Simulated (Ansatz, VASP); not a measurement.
## One calculation of Be2Te, two programs

INCAR

```
PREC = Accurate
ENCUT = 600
EDIFF = 1E-6
ISMEAR = 0
SIGMA = 0.1
LREAL = False
LASPH = True
NELM = 60
ALGO = Normal
ISIF = 3
LWAVE = False
LCHARG = False
GGA = PE
IBRION = 2
NSW = 90
EDIFFG = -0.04
```

Contents of KPOINTS:

```
regular mesh
0
Gamma
  6 6 4
```

Contents of POSCAR:

```
Be2Te
1.0
    3.5250000000      0.0000000000      0.0000000000
   -1.7625000000      3.0527395500      0.0000000000
    0.0000000000      0.0000000000      4.8426267200
Be Te
2 1
Direct
    0.3333333300      0.6666666700      0.7001754500
    0.6666666700      0.3333333300      0.2998245500
    0.0000000000      0.0000000000      0.0000000000
```

Input for Ansatz:

```yaml
crystal:
  lattice:
    - [3.525, 0.0, 0.0]
    - [-1.7625, 3.05273955, 0.0]
    - [0.0, 0.0, 4.84262672]
  atoms:
    - { symbol: Be, position: [0.33333333, 0.66666667, 0.70017545] }
    - { symbol: Be, position: [0.66666667, 0.33333333, 0.29982455] }
    - { symbol: Te, position: [0.0, 0.0, 0.0] }
basis:
  ecutwfc: 420
kpoints:
  mp_grid: { grid: [6, 6, 4] }
hamiltonian:
  xc: pbe
scf:
  occupations: { method: gaussian, width: 0.1 }
  lower_state_search: "off"
output:
  forces: true
  stress: true
  eigenvalues: true
relax:
  adjacent_minimum: "off"
  f_tol: 0.04
  max_steps: 70
  cell: { stress_tol: 0.4 }
```

Alike in both runs: task relaxation of cell and atoms; functional PBE; k mesh 6 × 6 × 4; occupations gaussian, width 0.1 eV; no spin polarisation.

|  | VASP | Ansatz |
| --- | --- | --- |
| version | VASP 6.6.1 | Ansatz 0.2.0 |
| potentials or method | VASP PAW PBE potentials, release 64 (Be, Te), cutoff 600 eV | scalar-relativistic, plane waves, PAW |
| valence electrons in the cell | 10 | 20 |

|  | VASP | Ansatz | Ansatz less VASP |
| --- | --- | --- | --- |
| gap on the k mesh at the Fermi level, each at its own relaxed structure (eV) | none | none | - |
| relaxed volume (Å³/atom) | 16.03 | 15.97 | -0.052 |
| relaxed length of the cell vector where the two differ most in proportion (Å) | 4.049 | 4.041 | -0.0073 |

A gap of «none» marks a metal or a gap that the smearing closes. VASP's potentials hold 10 valence electrons a cell and Ansatz's 20, so a difference there can come from the potentials and not from the codes.

Spin-orbit coupling is off throughout.
